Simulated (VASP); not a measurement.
# In (R-3m) in VASP: further runs

In is run at these levels: PBE; tasks: single point.

Everything below comes from runs of VASP 6.6.1. Logs are shortened: lines on timing, memory, paths and dates and some standing lists are left out, and cuts for length are marked.

### 1 The cell of the first run

The structure is trigonal, space group R-3m (No. 166). The conventional cell has a = 3.180 Å, b = 3.180 Å, c = 24.189 Å, α = 90.00°, β = 90.00°, γ = 120.00°. In (site symmetry -3m) has 12 In at 3.18 to 3.23 Å within 4.2 Å. Within 4.2 Å of In (site symmetry 3m) lie 12 In at 3.18 to 3.31 Å.

### 2 Single point, PBE (strained)

Input file INCAR:

```
SYSTEM = In
PREC     = Accurate       ! precision mode
ENCUT    = 520            ! plane-wave cutoff, eV
EDIFF    = 1E-6           ! SCF threshold, eV
ISMEAR   = 0              ! smearing method
SIGMA    = 0.1            ! smearing width, eV
LREAL    = .False.        ! projectors in reciprocal space
LASPH    = .True.         ! aspherical terms in the spheres
NELM     = 100            ! most SCF steps
ALGO     = Fast           ! electronic algorithm
ISIF     = 2              ! what is computed and relaxed
LWAVE    = .False.        ! write WAVECAR
LCHARG   = .False.        ! write CHGCAR
GGA      = PE             ! functional
NBANDS   = 26             ! bands
```

Input file KPOINTS:

```
Automatic mesh
0
Gamma
  15 15 15
  0 0 0
```

Input file POSCAR:

```
In
1.0
    1.5901454078      0.9180708792      8.0629298222
   -1.5901454078      0.9180708792      8.0629298222
    0.0000000000     -1.8361417584      8.0629298222
In
3
Direct
    0.0000000000      0.0000000000      0.0000000000
    0.7765200069      0.7765200069      0.7765200069
    0.2234799931      0.2234799931      0.2234799931
```

Potentials or basis: VASP PAW PBE potentials, release 64 (In_d).

The run is started by

```console
cat potpaw_PBE.64/In_d/POTCAR > POTCAR
mpirun -np 1 vasp_std > vasp.out
```

OUTCAR:

```text
SYSTEM = In
   PREC = Accurate
   ENCUT = 520
   EDIFF = 1E-6
   ISMEAR = 0
   LREAL = .False.
   LASPH = .True.
   NELM = 100
   ISIF = 2
   GGA = PE

 ion  position               nearest neighbor table
   1  0.000  0.000  0.000-   2 3.23   3 3.23   2 3.23   2 3.23   3 3.23   3 3.23
   2  0.777  0.777  0.777-   1 3.23   1 3.23   1 3.23   3 3.31   3 3.31   3 3.31
   3  0.223  0.223  0.223-   1 3.23   1 3.23   1 3.23   2 3.31   2 3.31   2 3.31

  LATTYP: Found a trigonal (rhomboedric) cell.
 ALAT       =     8.2693563156
 COS(alpha) =     0.9260462394

  Lattice vectors:

 A1 = (   1.5901454078,   0.9180708792,   8.0629298222)
 A2 = (  -1.5901454078,   0.9180708792,   8.0629298222)
 A3 = (   0.0000000000,  -1.8361417584,   8.0629298222)

Analysis of symmetry for initial positions (statically):
=====================================================================
 Subroutine PRICEL returns:
 Original cell was already a primitive cell.

 Routine SETGRP: Setting up the symmetry group for a
 trigonal (rhombohedral) supercell.

 Subroutine GETGRP returns: Found 12 space group operations
 (whereof 12 operations were pure point group operations)
 out of a pool of 12 trial point group operations.

The static configuration has the point symmetry D_3d.

Analysis of symmetry for dynamics (positions and initial velocities):
=====================================================================
 Subroutine PRICEL returns:
 Original cell was already a primitive cell.

 Routine SETGRP: Setting up the symmetry group for a
 trigonal (rhombohedral) supercell.

 Subroutine GETGRP returns: Found 12 space group operations
 (whereof 12 operations were pure point group operations)
 out of a pool of 12 trial point group operations.

The dynamic configuration has the point symmetry D_3d.

 Subroutine INISYM returns: Found 12 space group operations
 (whereof 12 operations are pure point group operations),
 and found     1 'primitive' translations

----------------------------------------------------------------------------------------

                                     Primitive cell

  volume of cell :      70.6248

  direct lattice vectors                    reciprocal lattice vectors
     1.590145408  0.918070879  8.062929822     0.314436653  0.181540086  0.041341465
    -1.590145408  0.918070879  8.062929822    -0.314436653  0.181540086  0.041341465
     0.000000000 -1.836141758  8.062929822     0.000000000 -0.363080173  0.041341465

  length of vectors
     8.269356316  8.269356316  8.269356316     0.365426229  0.365426229  0.365426229

  position of ions in fractional coordinates (direct lattice)
     0.000000000  0.000000000  0.000000000
     0.776520007  0.776520007  0.776520007
     0.223479993  0.223479993  0.223479993

  ion indices of the primitive-cell ions
   primitive index   ion index
                 1           1
                 2           2
                 3           3

----------------------------------------------------------------------------------------

 KPOINTS: Automatic mesh

Automatic generation of k-mesh.
 Grid dimensions read from file:
 generate k-points for:   15   15   15

 Generating k-lattice:

  Cartesian coordinates                     Fractional coordinates (reciprocal lattice)
     0.020962444  0.012102672  0.002756098     0.066666667  0.000000000  0.000000000
    -0.020962444  0.012102672  0.002756098     0.000000000  0.066666667  0.000000000
     0.000000000 -0.024205345  0.002756098     0.000000000  0.000000000  0.066666667

  Length of vectors
     0.024361749  0.024361749  0.024361749

  Shift w.r.t. Gamma in fractional coordinates (k-lattice)
     0.000000000  0.000000000  0.000000000

 Subroutine IBZKPT returns following result:
 ===========================================

 Found    344 irreducible k-points:

 Following reciprocal coordinates:
            Coordinates               Weight
  0.000000  0.000000  0.000000      1.000000
  0.066667  0.000000 -0.000000      6.000000
  0.133333 -0.000000  0.000000      6.000000
  0.200000 -0.000000  0.000000      6.000000
  0.266667 -0.000000  0.000000      6.000000
  0.333333 -0.000000 -0.000000      6.000000
[... 16 lines left out ...]
  0.133333  0.133333  0.000000      6.000000
  0.200000  0.133333  0.000000     12.000000
 [... further k-points ...]
   k-points           NKPTS =    344   k-points in BZ     NKDIM =    344   number of bands    NBANDS=     26
   number of dos      NEDOS =    301   number of ions     NIONS =      3
   total plane-waves  NPLWV = 262144
   dimension x,y,z NGX =    64 NGY =   64 NGZ =   64
   dimension x,y,z NGXF=   128 NGYF=  128 NGZF=  128
   ions per type =               3
   NGX,Y,Z   is equivalent  to a cutoff of  12.87, 12.87, 12.87 a.u.
   NGXF,Y,Z  is equivalent  to a cutoff of  25.73, 25.73, 25.73 a.u.
 SYSTEM =  In
   PREC   = accura    normal or accurate (medium, high low for compatibility)
   ISTART =      0    job   : 0-new  1-cont  2-samecut
   ICHARG =      2    charge: 1-file 2-atom 10-const
   ISPIN  =      1    spin polarized calculation?
   LNONCOLLINEAR =      F non collinear calculations
   LSORBIT =      F    spin-orbit coupling
   LASPH  =      T    aspherical Exc in radial PAW
   ENCUT  =  520.0 eV  38.22 Ry    6.18 a.u.  15.38 15.38 15.38*2*pi/ulx,y,z
   NELM   =    100;   NELMIN=  2; NELMDL= -5     # of ELM steps
   EDIFF  = 0.1E-05   stopping-criterion for ELM
   LREAL  =      F    real-space projection
   EDIFFG = 0.1E-04   stopping-criterion for IOM
   NSW    =      0    number of steps for IOM
   IBRION =     -1    ionic relax: 0-MD 1-quasi-New 2-CG
   NFREE  =      0    steps in history (QN), initial steepest desc. (CG)
   ISIF   =      2    stress and relaxation
   ISYM   =      2    0-nonsym 1-usesym 2-fastsym
   POTIM  = 0.5000    time-step for ionic-motion
   TEBEG  =    0.0;   TEEND  =   0.0 temperature during run
   PSTRESS=    0.0 pullay stress
   NELECT =      39.0000    total number of electrons
   NUPDOWN=      -1.0000    fix difference up-down
   EMIN   =  10.00;   EMAX   =-10.00  energy-range for DOS
   EFERMI =   0.00;   METHOD = LEGACY
   ISMEAR =     0;   SIGMA  =   0.10  broadening in eV -4-tet -1-fermi 0-gaus
   EFERMI_NEDOS =   21; number of points for ismear=-14 and -15
   IALGO  =     68    algorithm
   IMIX   =      4    mixing-type and parameters
     AMIX     =   0.40;   BMIX     =  1.00
     AMIX_MAG =   1.60;   BMIX_MAG =  1.00
  volume/ion in A,a.u.               =      23.54       158.87
  Fermi-wavevector in a.u.,A,eV,Ry     =   1.343107  2.538104 24.544048  1.803937
  Thomas-Fermi vector in A             =   2.471208
   LORBIT       =      0    0 simple, 1 ext, 2 COOP (PROOUT), +10 PAW based schemes
   GGA     = PE    functional components
   LHFCALC =     F    Hartree Fock is set to
   AEXX    =    0.0000 exact exchange contribution
   IVDW    =     0    specifies the selected vdW correction
   LEPSILON=     F    determine dielectric tensor
   LRPA    =     F    only Hartree local field effects (RPA)
 non-spin polarized calculation
 RMM-DIIS sequential band-by-band and
 Gauss-broadening in eV      SIGMA  =   0.10
  energy-cutoff  :      520.00
  volume of cell :       70.62
 maximum number of plane-waves:      1921
 NGX is ok and might be reduce to    64
   NGX = 31   NGY = 31   NGZ = 31

 number of electron      39.0000005 magnetization

 Free energy of the ion-electron system (eV)
  ---------------------------------------------------
  ext. energy  EPLUGINS =         0.00000000
  ---------------------------------------------------
  free energy    TOTEN  =        -7.39716984 eV

  energy without entropy =       -7.39031795  energy(sigma->0) =       -7.39374390

 E-fermi :   8.8085     XC(G=0): -10.7654

 val. band max:        8.8055324053   @ k =  -0.3333  -0.4667   0.2667
 cond. band min:       8.8130559519   @ k =  -0.4000   0.3333  -0.0000
 fundamental gap:      0.0075235466
 Fermi energy:         8.8084891583

 k-point     1 :       0.0000    0.0000    0.0000
  band No.  band energies     occupation
      1      -6.1039      2.00000
      2      -6.0528      2.00000
      3      -6.0176      2.00000
      4      -5.9957      2.00000
      5      -5.9957      2.00000
      6      -5.9386      2.00000
[... 18 lines left out ...]
     25      19.4049      0.00000
     26      20.2980      0.00000

 k-point     2 :       0.0667    0.0000   -0.0000
  band No.  band energies     occupation
      1      -6.0944      2.00000
      2      -6.0480      2.00000
      3      -6.0106      2.00000
      4      -5.9981      2.00000
      5      -5.9789      2.00000
      6      -5.9391      2.00000
[... 18 lines left out ...]
     25      19.5104      0.00000
     26      19.6753      0.00000

 k-point     3 :       0.1333   -0.0000    0.0000
  band No.  band energies     occupation
      1      -6.0876      2.00000
      2      -6.0458      2.00000
      3      -6.0089      2.00000
      4      -5.9814      2.00000
      5      -5.9460      2.00000
      6      -5.9331      2.00000
[... 18 lines left out ...]
     25      18.5158      0.00000
     26      19.2526      0.00000

 k-point     4 :       0.2000   -0.0000    0.0000
  band No.  band energies     occupation
      1      -6.1168      2.00000
      2      -6.0669      2.00000
      3      -5.9978      2.00000
      4      -5.9638      2.00000
      5      -5.9537      2.00000
      6      -5.8924      2.00000
[... 18 lines left out ...]
     25      16.6866      0.00000
     26      18.3109      0.00000

 k-point     5 :       0.2667   -0.0000    0.0000
  band No.  band energies     occupation
      1      -6.1595      2.00000
      2      -6.1061      2.00000
      3      -6.0174      2.00000
      4      -5.9941      2.00000
      5      -5.9348      2.00000
      6      -5.9157      2.00000
[... 18 lines left out ...]
     25      15.7954      0.00000
     26      17.5522      0.00000

 k-point     6 :       0.3333   -0.0000   -0.0000
  band No.  band energies     occupation
      1      -6.1997      2.00000
      2      -6.1447      2.00000
      3      -6.0669      2.00000
      4      -6.0322      2.00000
      5      -5.9659      2.00000
      6      -5.9237      2.00000
[... 427 lines left out ...]
 k-point    21 :      -0.1333    0.0667    0.0000
  band No.  band energies     occupation
      1      -6.0854      2.00000
      2      -6.0435      2.00000
      3      -6.0188      2.00000
      4      -5.9788      2.00000
      5      -5.9404      2.00000
      6      -5.9053      2.00000
[... 18 lines left out ...]
     25      17.8198      0.00000
     26      19.5433      0.00000

 k-point    22 :      -0.0667    0.0667    0.0000
  band No.  band energies     occupation
      1      -6.0806      2.00000
      2      -6.0456      2.00000
      3      -6.0043      2.00000
      4      -6.0005      2.00000
      5      -5.9449      2.00000
      6      -5.9363      2.00000
[... 18 lines left out ...]
     25      19.5151      0.00000
     26      19.8435      0.00000

 k-point    23 :       0.1333    0.1333    0.0000
  band No.  band energies     occupation
      1      -6.0905      2.00000
      2      -6.0396      2.00000
      3      -6.0022      2.00000
      4      -5.9875      2.00000
      5      -5.9559      2.00000
      6      -5.9346      2.00000
[... 18 lines left out ...]
     25      18.6226      0.00000
     26      19.0873      0.00000

 k-point    24 :       0.2000    0.1333    0.0000
  band No.  band energies     occupation
      1      -6.0879      2.00000
      2      -6.0399      2.00000
      3      -6.0124      2.00000
      4      -5.9801      2.00000
      5      -5.9545      2.00000
      6      -5.8948      2.00000
[... 18 lines left out ...]
     25      18.3900      0.00000
     26      18.5225      0.00000

 [... further k-points ...]

------------------------ aborting loop because EDIFF is reached ----------------------------------------

  FORCE on cell =-STRESS in cart. coord.  units (eV):
  Direction    XX          YY          ZZ          XY          YZ          ZX
  --------------------------------------------------------------------------------------
  -------------------------------------------------------------------------------------
  Total        3.8107865      3.8107865      3.2289908     -0.0000000      0.0000000      0.0000000
  in kB       86.4506007     86.4506007     73.2521209     -0.0000000      0.0000000      0.0000000
  external PRESSURE =      82.0511074 kB  Pullay stress =       0.0000000 kB

 VOLUME and BASIS-vectors are now :
 -----------------------------------------------------------------------------
  energy-cutoff  :      520.00
  volume of cell :       70.62
      direct lattice vectors                 reciprocal lattice vectors
     1.590145408  0.918070879  8.062929822     0.314436653  0.181540086  0.041341465
    -1.590145408  0.918070879  8.062929822    -0.314436653  0.181540086  0.041341465
     0.000000000 -1.836141758  8.062929822     0.000000000 -0.363080173  0.041341465

 POSITION                                       TOTAL-FORCE (eV/Angst)
 -----------------------------------------------------------------------------------
      0.00000      0.00000      0.00000         0.000000      0.000000      0.000000
      0.00000      0.00000     18.78308         0.000000     -0.000000      0.163006
      0.00000      0.00000      5.40571         0.000000      0.000000     -0.163006
 -----------------------------------------------------------------------------------
    total drift:                               -0.000000     -0.000000      0.000000

  FREE ENERGIE OF THE ION-ELECTRON SYSTEM (eV)
  ---------------------------------------------------
  free  energy   TOTEN  =        -7.3971698413 eV

  energy  without entropy=       -7.3903179540  energy(sigma->0) =       -7.39374390
```

It took 32 min on 1 thread of Intel Xeon 6975P-C (Granite Rapids), shared host; peak memory 0.9 GiB.

What came out:

```
Free energy            : -7.3972 eV
Pressure               : 8.2 GPa
Largest force          : 0.163 eV/Å
Band gap on the k mesh : zero (an odd number of electrons rules out a gap without spin polarisation)
```

Forces in eV/Å, atoms in the order of the input:
```
In   0.000  0.000  0.000
In   0.000  0.000  0.163
In   0.000  0.000 -0.163
```

Caveat: the cell differs from its parent crystal (strained); the cell stands under pressure; spin-orbit coupling is left out, which moves the levels of the heavy elements.

### 3 Single point, PBE (strained and its atoms moved)

Input file INCAR:

```
PREC = Accurate ; ENCUT = 520
EDIFF = 1E-6 ; ISMEAR = 0
SIGMA = 0.1 ; LREAL = False
LASPH = True ; NELM = 60
ALGO = Fast ; ISIF = 2
LWAVE = False ; LCHARG = True
GGA = PE ; LELF = True
LVHAR = True ; NBANDS = 26
```

Input file KPOINTS:

```
Automatic mesh
0
Gamma
  15 15 15
```

Input file POSCAR:

```
In
1.0
    1.5773225970      0.9106676260      8.2461204019
   -1.5773225970      0.9106676260      8.2461204019
    0.0000000000     -1.8213352520      8.2461204019
In
3
Direct
    0.0000000000      0.0000000000      0.0000000000
    0.7809967063      0.7809967063      0.7809967063
    0.2190032937      0.2190032937      0.2190032937
```

Potentials or basis: VASP PAW PBE potentials, release 64 (In_d).

The run is started by

```console
cat potpaw_PBE.64/In_d/POTCAR > POTCAR
mpirun -np 1 vasp_std > vasp.out
```

Wall time 30 min (1 thread of Intel Xeon 6975P-C (Granite Rapids), shared host); peak memory 0.84 GiB.

The run converged. Its results:

- Free energy: -7.3708 eV
- Pressure: 8.3 GPa
- Largest force: 0.450 eV/Å
- Band gap on the k mesh: zero (an odd number of electrons rules out a gap without spin polarisation)

Forces in eV/Å, atoms in the order of the input:
```
In   0.000  0.000  0.000
In   0.000  0.000 -0.450
In   0.000  0.000  0.450
```

Stress tensor (GPa, compression positive):
```
9.06 0.00 0.00
0.00 9.06 0.00
0.00 0.00 6.67
```

Levels at points of the mesh, in eV from the Fermi level:
```csv
k point,band 17,band 18,band 19,band 20,band 21,band 22
"(0.00, 0.00, 0.00)",-8.01,-7.62,-0.41,-0.08,9.76,10.26
```

Caveat: the cell differs from its parent crystal (strained and its atoms moved); the cell stands under pressure; spin-orbit coupling is left out, which moves the levels of the heavy elements.
